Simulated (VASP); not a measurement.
# C in VASP: settings compared

The runs below take C through single point, with PBEsol, r2SCAN.

Program: VASP 6.6.1. These are calculated values, not measurements. Logs are shortened: lines on timing, memory, paths and dates and some standing lists are left out, and cuts for length are marked.

**1. The cell of the first run**

The structure is orthorhombic, space group Fmmm (No. 69). The conventional cell has a = 2.430 Å, b = 4.618 Å, c = 7.189 Å, α = 90.00°, β = 90.00°, γ = 90.00°. C (site symmetry m2m) has 3 C at 1.32 to 1.57 Å within 1.8 Å.

**2. Single point, PBEsol (strained and its atoms moved)**

INCAR

```
SYSTEM = C
  ALGO = Normal
  EDIFF = 1E-6
  ENCUT = 520
  GGA = PS
  ISIF = 2
  ISMEAR = 0
  LASPH = .TRUE.
  LCHARG = .FALSE.
  LREAL = .FALSE.
  LWAVE = .FALSE.
  NBANDS = 11
  NELM = 60
  PREC = Accurate
  SIGMA = 0.02
```

KPOINTS

```
k-points
0
G
  14 14 14
  0 0 0
```

POSCAR

```
C
1.0
    0.0000000000      2.3091562800      3.5943458400
    1.2152410800      0.0000000000      3.5943458400
    1.2152410800      2.3091562800      0.0000000000
C
2
Direct
    0.1431627127      0.8568372873      0.1431627127
    0.8568372873      0.1431627127      0.8568372873
```

Potentials or basis: VASP PAW PBE potentials, release 64 (C).

The run is started by

```
$ cat potpaw_PBE.64/C/POTCAR > POTCAR
$ mpirun -np 1 vasp_std > vasp.out
```

OUTCAR:

```text
SYSTEM = C
   EDIFF = 1E-6
   ENCUT = 520
   GGA = PS
   ISIF = 2
   ISMEAR = 0
   LASPH = .TRUE.
   LREAL = .FALSE.
   NELM = 60
   PREC = Accurate

 ion  position               nearest neighbor table
   1  0.143  0.857  0.143-   2 1.32   2 1.57   2 1.57
   2  0.857  0.143  0.857-   1 1.32   1 1.57   1 1.57

  LATTYP: Found a face centered orthorhombic cell.
 ALAT       =     2.4304821600
 B/A-ratio  =     1.9001631183
 C/A-ratio  =     2.9577224628

  Lattice vectors:

 A1 = (   0.0000000000,   2.3091562800,   3.5943458400)
 A2 = (   1.2152410800,   0.0000000000,   3.5943458400)
 A3 = (   1.2152410800,   2.3091562800,   0.0000000000)

Analysis of symmetry for initial positions (statically):
=====================================================================
 Subroutine PRICEL returns:
 Original cell was already a primitive cell.

 Routine SETGRP: Setting up the symmetry group for a
 face centered orthorhombic supercell.

 Subroutine GETGRP returns: Found  8 space group operations
 (whereof  8 operations were pure point group operations)
 out of a pool of  8 trial point group operations.

The static configuration has the point symmetry D_2h.

Analysis of symmetry for dynamics (positions and initial velocities):
=====================================================================
 Subroutine PRICEL returns:
 Original cell was already a primitive cell.

 Routine SETGRP: Setting up the symmetry group for a
 face centered orthorhombic supercell.

 Subroutine GETGRP returns: Found  8 space group operations
 (whereof  8 operations were pure point group operations)
 out of a pool of  8 trial point group operations.

The dynamic configuration has the point symmetry D_2h.

 Subroutine INISYM returns: Found  8 space group operations
 (whereof  8 operations are pure point group operations),
 and found     1 'primitive' translations

----------------------------------------------------------------------------------------

                                     Primitive cell

  volume of cell :      20.1728

  direct lattice vectors                    reciprocal lattice vectors
     0.000000000  2.309156280  3.594345840    -0.411440996  0.216529303  0.139107371
     1.215241080  0.000000000  3.594345840     0.411440996 -0.216529303  0.139107371
     1.215241080  2.309156280  0.000000000     0.411440996  0.216529303 -0.139107371

  length of vectors
     4.272180327  3.794223623  2.609408670     0.485303506  0.485303506  0.485303506

  position of ions in fractional coordinates (direct lattice)
     0.143162713  0.856837287  0.143162713
     0.856837287  0.143162713  0.856837287

  ion indices of the primitive-cell ions
   primitive index   ion index
                 1           1
                 2           2

----------------------------------------------------------------------------------------

 KPOINTS: k-points

Automatic generation of k-mesh.
 Grid dimensions read from file:
 generate k-points for:   14   14   14

 Generating k-lattice:

  Cartesian coordinates                     Fractional coordinates (reciprocal lattice)
    -0.029388643  0.015466379  0.009936241     0.071428571  0.000000000  0.000000000
     0.029388643 -0.015466379  0.009936241     0.000000000  0.071428571  0.000000000
     0.029388643  0.015466379 -0.009936241     0.000000000  0.000000000  0.071428571

  Length of vectors
     0.034664536  0.034664536  0.034664536

  Shift w.r.t. Gamma in fractional coordinates (k-lattice)
     0.000000000  0.000000000  0.000000000

 Subroutine IBZKPT returns following result:
 ===========================================

 Found    428 irreducible k-points:

 Following reciprocal coordinates:
            Coordinates               Weight
  0.000000  0.000000  0.000000      1.000000
  0.071429  0.000000 -0.000000      8.000000
  0.142857  0.000000 -0.000000      8.000000
  0.214286  0.000000 -0.000000      8.000000
  0.285714 -0.000000 -0.000000      8.000000
  0.357143  0.000000 -0.000000      8.000000
[... 16 lines left out ...]
  0.214286  0.142857 -0.000000      8.000000
  0.285714  0.142857 -0.000000      8.000000
 [... further k-points ...]
   k-points           NKPTS =    428   k-points in BZ     NKDIM =    428   number of bands    NBANDS=     11
   number of dos      NEDOS =    301   number of ions     NIONS =      2
   total plane-waves  NPLWV =  17920
   dimension x,y,z NGX =    32 NGY =   28 NGZ =   20
   dimension x,y,z NGXF=    64 NGYF=   56 NGZF=   40
   ions per type =               2
   NGX,Y,Z   is equivalent  to a cutoff of  12.45, 12.27, 12.74 a.u.
   NGXF,Y,Z  is equivalent  to a cutoff of  24.90, 24.54, 25.48 a.u.
 SYSTEM =  C
   PREC   = accura    normal or accurate (medium, high low for compatibility)
   ISTART =      0    job   : 0-new  1-cont  2-samecut
   ICHARG =      2    charge: 1-file 2-atom 10-const
   ISPIN  =      1    spin polarized calculation?
   LNONCOLLINEAR =      F non collinear calculations
   LSORBIT =      F    spin-orbit coupling
   LASPH  =      T    aspherical Exc in radial PAW
   ENCUT  =  520.0 eV  38.22 Ry    6.18 a.u.   7.94  7.05  4.85*2*pi/ulx,y,z
   NELM   =     60;   NELMIN=  2; NELMDL= -5     # of ELM steps
   EDIFF  = 0.1E-05   stopping-criterion for ELM
   LREAL  =      F    real-space projection
   EDIFFG = 0.1E-04   stopping-criterion for IOM
   NSW    =      0    number of steps for IOM
   IBRION =     -1    ionic relax: 0-MD 1-quasi-New 2-CG
   NFREE  =      0    steps in history (QN), initial steepest desc. (CG)
   ISIF   =      2    stress and relaxation
   ISYM   =      2    0-nonsym 1-usesym 2-fastsym
   POTIM  = 0.5000    time-step for ionic-motion
   TEBEG  =    0.0;   TEEND  =   0.0 temperature during run
   PSTRESS=    0.0 pullay stress
   NELECT =       8.0000    total number of electrons
   NUPDOWN=      -1.0000    fix difference up-down
   EMIN   =  10.00;   EMAX   =-10.00  energy-range for DOS
   EFERMI =   0.00;   METHOD = LEGACY
   ISMEAR =     0;   SIGMA  =   0.02  broadening in eV -4-tet -1-fermi 0-gaus
   EFERMI_NEDOS =   21; number of points for ismear=-14 and -15
   IALGO  =     38    algorithm
   IMIX   =      4    mixing-type and parameters
     AMIX     =   0.40;   BMIX     =  1.00
     AMIX_MAG =   1.60;   BMIX_MAG =  1.00
  volume/ion in A,a.u.               =      10.09        68.07
  Fermi-wavevector in a.u.,A,eV,Ry     =   1.202771  2.272908 19.682978  1.446658
  Thomas-Fermi vector in A             =   2.338543
   LORBIT       =      0    0 simple, 1 ext, 2 COOP (PROOUT), +10 PAW based schemes
   GGA     = PS    functional components
   LHFCALC =     F    Hartree Fock is set to
   AEXX    =    0.0000 exact exchange contribution
   IVDW    =     0    specifies the selected vdW correction
   LEPSILON=     F    determine dielectric tensor
   LRPA    =     F    only Hartree local field effects (RPA)
 non-spin polarized calculation
 Gauss-broadening in eV      SIGMA  =   0.02
  energy-cutoff  :      520.00
  volume of cell :       20.17
 maximum number of plane-waves:       568
   NGX = 15   NGY = 13   NGZ =  9

 number of electron       8.0000000 magnetization

 Free energy of the ion-electron system (eV)
  ---------------------------------------------------
  ext. energy  EPLUGINS =         0.00000000
  ---------------------------------------------------
  free energy    TOTEN  =       -18.04702831 eV

  energy without entropy =      -18.04690515  energy(sigma->0) =      -18.04696673

 E-fermi :   3.2492     XC(G=0):  -9.8898

 val. band max:        3.2442117826   @ k =  -0.3571   0.0714   0.4286
 cond. band min:       3.2507264076   @ k =  -0.3571   0.1429   0.5000
 fundamental gap:      0.0065146250
 Fermi energy:         3.2491572887

 k-point     1 :       0.0000    0.0000    0.0000
  band No.  band energies     occupation
      1     -15.3842      2.00000
      2      -2.8237      2.00000
      3      -2.3620      2.00000
      4       3.8905      0.00000
      5       7.4372      0.00000
      6       8.4430      0.00000
      7      12.9527      0.00000
      8      13.7172      0.00000
      9      14.6528      0.00000
     10      24.4987      0.00000
     11      25.9538      0.00000

 k-point     2 :       0.0714    0.0000   -0.0000
  band No.  band energies     occupation
      1     -15.2615      2.00000
      2      -2.7172      2.00000
      3      -2.5199      2.00000
      4       3.2412      1.42473
      5       7.6272      0.00000
      6       8.5148      0.00000
      7      13.1082      0.00000
      8      13.4142      0.00000
      9      15.2500      0.00000
     10      24.9249      0.00000
     11      25.3391      0.00000

 k-point     3 :       0.1429    0.0000   -0.0000
  band No.  band energies     occupation
      1     -14.8948      2.00000
      2      -2.9689      2.00000
      3      -2.3938      2.00000
      4       1.7224      2.00000
      5       8.1635      0.00000
      6       8.5832      0.00000
      7      12.5573      0.00000
      8      13.6431      0.00000
      9      16.7687      0.00000
     10      23.6511      0.00000
     11      26.0957      0.00000

 k-point     4 :       0.2143    0.0000   -0.0000
  band No.  band energies     occupation
      1     -14.2904      2.00000
      2      -3.6664      2.00000
      3      -1.8640      2.00000
      4      -0.0332      2.00000
      5       8.3079      0.00000
      6       9.2267      0.00000
      7      11.2880      0.00000
      8      14.6196      0.00000
      9      18.7392      0.00000
     10      21.7094      0.00000
     11      25.5947      0.00000

 k-point     5 :       0.2857   -0.0000   -0.0000
  band No.  band energies     occupation
      1     -13.4606      2.00000
      2      -4.6632      2.00000
      3      -1.5623      2.00000
      4      -1.1436      2.00000
      5       8.0561      0.00000
      6       9.6222      0.00000
      7      10.6428      0.00000
      8      15.9189      0.00000
      9      19.9939      0.00000
     10      20.8289      0.00000
     11      24.3554      0.00000
[... 211 lines left out ...]
 k-point    21 :      -0.0714    0.0714    0.0000
  band No.  band energies     occupation
      1     -14.9033      2.00000
      2      -2.9687      2.00000
      3      -2.3125      2.00000
      4       1.7246      2.00000
      5       7.9934      0.00000
      6       8.5617      0.00000
      7      12.5555      0.00000
      8      13.6359      0.00000
      9      16.7722      0.00000
     10      23.6796      0.00000
     11      26.0978      0.00000

 k-point    22 :       0.1429    0.1429    0.0000
  band No.  band energies     occupation
      1     -15.3507      2.00000
      2      -3.1406      2.00000
      3      -2.3550      2.00000
      4       3.8857      0.00000
      5       8.2059      0.00000
      6       8.4357      0.00000
      7      12.9752      0.00000
      8      13.7011      0.00000
      9      14.6474      0.00000
     10      24.3860      0.00000
     11      25.0660      0.00000

 k-point    23 :       0.2143    0.1429   -0.0000
  band No.  band energies     occupation
      1     -15.2135      2.00000
      2      -3.1577      2.00000
      3      -2.5109      2.00000
      4       3.2324      1.76500
      5       8.4593      0.00000
      6       8.7817      0.00000
      7      13.1374      0.00000
      8      13.4062      0.00000
      9      15.2360      0.00000
     10      24.1457      0.00000
     11      24.9939      0.00000

 k-point    24 :       0.2857    0.1429   -0.0000
  band No.  band energies     occupation
      1     -14.8357      2.00000
      2      -2.9954      2.00000
      3      -2.8808      2.00000
      4       1.7072      2.00000
      5       8.4766      0.00000
      6       9.6396      0.00000
      7      12.5689      0.00000
      8      13.6918      0.00000
      9      16.7436      0.00000
     10      23.1258      0.00000
     11      25.9767      0.00000

 [... further k-points ...]
[... 5 lines left out ...]
  --------------------------------------------------------------------------------------
  -------------------------------------------------------------------------------------
  Total        0.2899584     -5.9938423      0.0038369      0.0000000      0.0000000      0.0000000
  in kB       23.0292924   -476.0474763      0.3047390      0.0000000      0.0000000      0.0000000
  external PRESSURE =    -150.9044817 kB  Pullay stress =       0.0000000 kB

 VOLUME and BASIS-vectors are now :
 -----------------------------------------------------------------------------
  energy-cutoff  :      520.00
  volume of cell :       20.17
      direct lattice vectors                 reciprocal lattice vectors
     0.000000000  2.309156280  3.594345840    -0.411440996  0.216529303  0.139107371
     1.215241080  0.000000000  3.594345840     0.411440996 -0.216529303  0.139107371
     1.215241080  2.309156280  0.000000000     0.411440996  0.216529303 -0.139107371

 POSITION                                       TOTAL-FORCE (eV/Angst)
 -----------------------------------------------------------------------------------
      1.21524      0.66117      3.59435         0.000000      8.352823      0.000000
      1.21524      3.95714      3.59435         0.000000     -8.352823      0.000000
 -----------------------------------------------------------------------------------
    total drift:                               -0.000000     -0.000000      0.000000

  FREE ENERGIE OF THE ION-ELECTRON SYSTEM (eV)
  ---------------------------------------------------
  free  energy   TOTEN  =       -18.0470283077 eV

  energy  without entropy=      -18.0469051501  energy(sigma->0) =      -18.04696673
```

Run time: 30 s. Hardware: 1 thread of Intel Xeon 6975P-C (Granite Rapids), shared host; peak memory 0.19 GiB.

Results:

```yaml
Free_energy: -18.0470 eV
Pressure: -15.1 GPa
Largest_force: 8.353 eV/Å
Band_gap_on_the_k_mesh: zero (band 4 reaches 3.89 eV, above the bottom of band 5 at 2.42 eV)
```

Forces on the atoms (eV/Å):
```
C    0.000  8.353  0.000
C    0.000 -8.353  0.000
```

Levels at points of the mesh, in eV from the Fermi level:
| k point | band 2 | band 3 | band 4 | band 5 | band 6 | band 7 |
| --- | --- | --- | --- | --- | --- | --- |
| (0.00, 0.00, 0.00) | -6.07 | -5.61 | 0.64 | 4.19 | 5.19 | 9.70 |
| (0.50, 0.00, 0.00) | -11.55 | -6.49 | -2.33 | 2.96 | 4.31 | 11.72 |
| (0.50, 0.50, 0.00) | -7.51 | -5.59 | 0.62 | 5.15 | 9.34 | 9.83 |
| (0.50, 0.00, 0.50) | -13.57 | -3.69 | -0.52 | 0.23 | 9.20 | 10.00 |
| (0.00, 0.50, 0.50) | -13.42 | -3.73 | -1.74 | -0.83 | 9.18 | 13.47 |

Caveat: the cell differs from its parent crystal (strained and its atoms moved); the PAW data sets were made with another functional, which shifts forces and pressure a little.

**3. Single point, r2SCAN (functional r2SCAN, strained)**

POSCAR

```
C
1.0
    0.0000000000      2.1745171800      3.2371142400
    1.1761784000      0.0000000000      3.2371142400
    1.1761784000      2.1745171800      0.0000000000
C
2
Direct
    0.2019309309      0.7980690691      0.2019309309
    0.7980690691      0.2019309309      0.7980690691
```

INCAR.step1

```
SYSTEM = C
  PREC = Accurate
  ENCUT = 520
  ISMEAR = 0
  SIGMA = 0.02
  LREAL = .False.
  LASPH = .True.
  NELM = 80
  NBANDS = 11
  GGA = PE
  ALGO = Normal
  EDIFF = 1E-4
  LWAVE = .True.
  LCHARG = .False.
```

INCAR.step2

```
SYSTEM = C
  PREC = Accurate
  ENCUT = 520
  EDIFF = 1E-6
  ISMEAR = 0
  SIGMA = 0.02
  LREAL = .False.
  LASPH = .True.
  NELM = 80
  ALGO = Normal
  ISIF = 2
  LWAVE = .False.
  LCHARG = .True.
  METAGGA = R2SCAN
  LMIXTAU = .True.
  LELF = .True.
  LVHAR = .True.
  NBANDS = 11
  ISTART = 1
```

KPOINTS

```
Automatic mesh
0
Gamma
  14 14 14
  0 0 0
```

Potentials or basis: VASP PAW PBE potentials, release 64 (C).

The run is started by

```
$ cat potpaw_PBE.64/C/POTCAR > POTCAR
$ cp INCAR.step1 INCAR
$ mpirun -np 1 vasp_std > vasp.out
$ cp INCAR.step2 INCAR
$ mpirun -np 1 vasp_std > vasp.out
```

Run time: 2.3 min. Hardware: 1 thread of Intel Xeon 6975P-C (Granite Rapids), shared host; peak memory 0.18 GiB.

It converged, with:

| Item | Value |
| --- | --- |
| Free energy | -17.6350 eV |
| Pressure | 57.8 GPa |
| Largest force | 9.118 eV/Å |
| Band gap on the k mesh | zero (band 4 reaches 7.08 eV, above the bottom of band 5 at 4.89 eV) |

Forces on the atoms (eV/Å):
```
C    0.000 -9.118  0.000
C    0.000  9.118  0.000
```

Stress tensor (GPa, compression positive):
```
153.97   0.00   0.00
  0.00  16.00   0.00
  0.00   0.00   3.45
```

Levels at points of the mesh, in eV from the Fermi level:
```
           k point  band 1  band 2  band 3  band 4  band 5  band 6  band 7  band 8
(0.00, 0.00, 0.00)  -21.77   -8.07   -7.76    1.57    2.00    4.72   13.51   15.13
(0.50, 0.00, 0.00)  -15.94  -15.86   -5.39   -1.93   -0.10    4.58   13.77   14.06
(0.50, 0.50, 0.00)  -21.39  -10.00   -8.10    1.66    2.28   11.08   13.80   14.66
(0.50, 0.00, 0.50)  -17.47  -12.77   -9.56   -4.66    6.95    9.35   11.00   12.29
(0.00, 0.50, 0.50)  -17.19  -12.49   -9.61   -6.18    3.63    8.85   14.67   17.35
```

Caveat: the cell differs from its parent crystal (functional r2SCAN, strained); the PAW data sets were made with another functional, which shifts forces and pressure a little.

**4. Single point, PBEsol (strained and its atoms moved)**

INCAR

```
SYSTEM = C
PREC     = Accurate       ! precision mode
ENCUT    = 520            ! plane-wave cutoff, eV
EDIFF    = 1E-6           ! SCF threshold, eV
ISMEAR   = 0              ! smearing method
SIGMA    = 0.02           ! smearing width, eV
LREAL    = .False.        ! projectors in reciprocal space
LASPH    = .True.         ! aspherical terms in the spheres
NELM     = 60             ! most SCF steps
ALGO     = Normal         ! electronic algorithm
ISIF     = 2              ! what is computed and relaxed
LWAVE    = .False.        ! write WAVECAR
LCHARG   = .False.        ! write CHGCAR
GGA      = PS             ! functional
NBANDS   = 11             ! bands
```

KPOINTS

```
regular mesh
0
Gamma
  14 14 14
  0 0 0
```

POSCAR

```
C
1.0
   -0.0243328800      2.0693370300      3.1596080400
    1.1967719600     -0.0140483200      3.1596080400
    1.1724390800      2.0552887100      0.0000000000
C
2
Direct
    0.1788070792      0.8211929208      0.1543785745
    0.8211929208      0.1788070792      0.8456214255
```

The run is started by

```
$ cat potpaw_PBE.64/C/POTCAR > POTCAR
$ mpirun -np 1 vasp_std > vasp.out
```

Run time: 45 s. Hardware: 1 thread of Intel Xeon 6975P-C (Granite Rapids), shared host; peak memory 0.21 GiB.

Results (log left out):

```yaml
Free_energy: -19.0445 eV
Pressure: 30.8 GPa
Largest_force: 3.435 eV/Å
Band_gap_on_the_k_mesh: 0.04 eV, indirect (least direct gap 0.58 eV)
```

Forces in eV/Å, atoms in the order of the input:
```
C    3.432 -0.142  0.000
C   -3.432  0.142  0.000
```

Stress tensor (GPa, compression positive):
```
43.03  0.88  0.00
 0.88 45.00  0.00
 0.00  0.00  4.49
```

Levels at points of the mesh, in eV from the valence-band top:
```tsv
k point	band 2	band 3	band 4	band 5	band 6	band 7
(0.00, 0.00, 0.00)	-7.00	-4.03	-2.01	4.07	7.92	9.78
(0.50, 0.00, 0.00)	-14.34	-6.13	-2.53	0.88	8.76	13.03
(0.50, 0.50, 0.00)	-9.64	-4.05	-2.03	7.87	9.72	11.46
(0.00, 0.00, 0.50)	-13.60	-7.34	-2.89	2.06	7.47	12.88
(0.50, 0.00, 0.50)	-14.08	-6.68	-1.64	2.66	8.22	11.38
(0.00, 0.50, 0.50)	-13.81	-6.76	-3.62	0.53	7.63	14.48
```

Caveat: the cell differs from its parent crystal (strained and its atoms moved); the PAW data sets were made with another functional, which shifts forces and pressure a little.

**5. Overview**

```csv
level,cell,gap on the mesh (eV),pressure (GPa),largest force (eV/Å)
PBEsol,"a = 4.272, b = 3.794, c = 2.609 Å, angles 81.4, 61.4, 37.2°, 2 atoms",none,-15.1,8.35
r2SCAN,"a = 3.900, b = 3.444, c = 2.472 Å, angles 80.6, 60.6, 38.7°, 2 atoms",none,57.8,9.12
PBEsol,"a = 3.777, b = 3.379, c = 2.366 Å, angles 80.1, 61.8, 38.9°, 2 atoms",0.04,30.8,3.43
```

Alike in all rows: task single point; potentials or basis VASP PAW PBE potentials, release 64 (C); no spin polarisation; k mesh 14 × 14 × 14; cutoff (eV) 520; smearing gaussian 0.02 eV.

Caveats: the PAW data sets were made with another functional, which shifts forces and pressure a little.

Absolute energies hang on the potentials; compare differences alone.
